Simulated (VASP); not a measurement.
Here is a VASP 6.6.1 calculation.

File POSCAR:

```
Eu
1.0
    3.9803253359      0.0000000000      0.0000000000
   -1.9901626679      3.4470628562      0.0000000000
    0.0000000000      0.0000000000      6.2758182096
Eu
2
Direct
    0.3333333333      0.6666666667      0.7500000000
    0.6666666667      0.3333333333      0.2500000000
```

INCAR.step1

```
SYSTEM = Eu
PREC = Accurate
ENCUT = 800
ISMEAR = 0
SIGMA = 0.05
LREAL = .FALSE.
LASPH = .TRUE.
NELM = 200
ISPIN = 2
MAGMOM = 8.26 8.26
LMAXMIX = 6
NBANDS = 28
GGA = PE
ALGO = Normal
EDIFF = 1E-5
LWAVE = .TRUE.
LCHARG = .FALSE.
GGA_COMPAT = .FALSE.
KPAR = 4
```

INCAR.step2

```
SYSTEM = Eu
PREC = Accurate
ENCUT = 800
EDIFF = 1E-6
ISMEAR = 0
SIGMA = 0.05
LREAL = .FALSE.
LASPH = .TRUE.
NELM = 200
ALGO = Normal
ISIF = 2
LWAVE = .FALSE.
LCHARG = .FALSE.
ISPIN = 2
MAGMOM = 8.26 8.26
LORBIT = 11
LMAXMIX = 6
METAGGA = R2SCAN
LMIXTAU = .TRUE.
NBANDS = 28
ISTART = 1
GGA_COMPAT = .FALSE.
KPAR = 4
```

File KPOINTS:

```
regular mesh
0
G
  12 12 8
  0 0 0
```

Potentials or basis: VASP PAW PBE potentials, release 64 (Eu).

Run with:

```console
$ cat potpaw_PBE.64/Eu/POTCAR > POTCAR
$ cp INCAR.step1 INCAR
$ mpirun -np 4 vasp_std > vasp.out
$ cp INCAR.step2 INCAR
$ mpirun -np 4 vasp_std > vasp.out
```

Task: Predict the pressure.

Result: -0.4 GPa.

Task: What does it give for the site moments?

Result: Eu +6.75 μB.

Task: Estimate the net moment.

Result: 15.83 μB per cell.

Caveat: the PAW data sets were made with another functional, which shifts forces and pressure a little. The state reached can hang on the start; a lower one may exist.
